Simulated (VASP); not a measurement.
# Al: single point with PBE+D3(BJ)

The system is Al.

```
CELL_PARAMETERS angstrom
2.92700 0.00000 0.00000
-1.46350 2.53486 0.00000
0.00000 0.00000 9.24105
ATOMIC_POSITIONS crystal
Al 0.00000 0.00000 0.00000
Al 0.33333 0.66667 0.25000
Al 0.00000 0.00000 0.50000
Al 0.66667 0.33333 0.75000
```

This isn't the form of Al at room conditions, which is fcc.

```yaml
Program: VASP 6.6.1
Task: single point
Functional: PBE
Dispersion: D3(BJ)
Potentials_or_basis: VASP PAW PBE potentials, release 64 (Al)
Cutoff: 520 eV
k_mesh: 18 × 18 × 4
Occupations: gaussian, width 0.15 eV
Spin: no spin polarisation
```

```yaml
Pressure: -5.5 GPa
Band_gap_on_the_k_mesh: zero (bands 6 and 7 overlap by 5.87 eV)
Dispersion_energy_per_atom: -0.323 eV
```

Stress tensor (GPa, compression positive):
```
-6.23  0.00  0.00
 0.00 -6.23  0.00
 0.00  0.00 -4.17
```

Levels at points of the mesh, in eV from the Fermi level:
```tsv
k point	band 3	band 4	band 5	band 6	band 7	band 8	band 9	band 10
(0.00, 0.00, 0.00)	-9.14	-4.25	-3.90	4.00	4.01	9.85	9.85	10.13
(0.50, 0.00, 0.00)	-3.85	-3.73	-3.38	-3.22	0.89	1.39	1.53	1.80
(0.00, 0.00, 0.50)	-7.01	-7.01	-0.38	-0.38	8.91	8.91	10.15	10.15
(0.50, 0.00, 0.50)	-4.72	-4.72	-1.77	-1.77	-1.13	-1.13	4.79	4.79
```

It took 2.3 min on 1 thread of Intel Xeon 8259CL, with other jobs on the host, peak memory 0.24 GiB.

Caveat: the cell stands under tension.
